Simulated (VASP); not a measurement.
Set up this calculation in VASP 6.6.1, as the native input.

```
Task                   : single point
Functional             : PBE
Dispersion             : D3(BJ)
Potentials or basis    : VASP PAW PBE potentials, release 64 (Si, C)
Cutoff                 : 520 eV
k mesh                 : 2 × 2 × 2
Occupations            : gaussian, width 0.02 eV
Spin                   : collinear spin, ferromagnetic start
Starting moments       : [0.0, 0.0, 0.0, 0.0, 0.0, 0.0, 0.0, 0.0, 0.0, 0.0, 0.0, 0.0, 0.0, 0.0, 0.0, 0.0, 1.0] μB
Dipole correction      : no
Further INCAR settings : LREAL = Auto; ALGO = Normal; EDIFF = 1e-07; NBANDS = 52
```

The structure of Si16C (a cell with a defect) lies in POSCAR:

```
Si16C
1.0
    0.0000000000      5.4300000000      5.4300000000
    5.4300000000      0.0000000000      5.4300000000
    5.4300000000      5.4300000000      0.0000000000
Si C
16 1
Direct
    0.0086165383     -0.0234192247      0.0105414154
    0.1446309164      0.1039104645      0.1202908863
   -0.0199450279      0.0612263055      0.4795164588
    0.1381773513      0.1114910714      0.6379418518
    0.0490749941      0.4708958654     -0.0010053009
    0.1466082692      0.6035849095      0.1368803267
    0.0047963020      0.4865414297      0.5048380367
    0.0703667009      0.7037812792      0.5696967468
    0.5185255224     -0.0319264628      0.0179069774
    0.6351549231      0.1087120882      0.1351611580
    0.5107976179     -0.0238425980      0.5086005477
    0.6208694307      0.1038185110      0.6439954932
    0.5201277494      0.4826693924      0.0203597320
    0.6526631785      0.5932243008      0.1519347656
    0.4996254749      0.4709567121      0.5478977268
    0.6368862830      0.6031435758      0.6468079487
    0.2326757756      0.5647901802      0.7317848289
```

These files were run (other wordings do the same):

INCAR

```
ALGO = Normal
EDIFF = 1E-7
ENCUT = 520
GGA = PE
ISIF = 2
ISMEAR = 0
ISPIN = 2
IVDW = 12
LASPH = T
LCHARG = F
LORBIT = 11
LREAL = Auto
LWAVE = F
MAGMOM = 0 0 0 0 0 0 0 0 0 0 0 0 0 0 0 0 1
NBANDS = 52
NELM = 150
PREC = Accurate
SIGMA = 0.02
```

KPOINTS

```
k-points
0
Gamma
  2 2 2
```

Potentials or basis: VASP PAW PBE potentials, release 64 (Si, C).

The run is started by

```console
$ cat potpaw_PBE.64/Si/POTCAR potpaw_PBE.64/C/POTCAR > POTCAR
$ mpirun -np 1 vasp_std > vasp.out
```

It gave:

```yaml
Pressure: 1.5 GPa
Largest_force: 0.028 eV/Å
Band_gap_on_the_k_mesh: zero (filled and empty bands overlap)
Net_moment: 0.00 μB per cell
Valence_electrons_inside_the_program's_atomic_spheres: Si 1.70, 1.71, 1.73, 1.69, 1.67, 1.65; C 2.49
Dispersion_energy_per_atom: -0.313 eV
```

Caveat: the k points lie up to 0.50 Å⁻¹ apart.

It took 9.9 min on 1 thread of Oxide Virtual Turin-like Processor (shared host), peak memory 0.67 GiB.
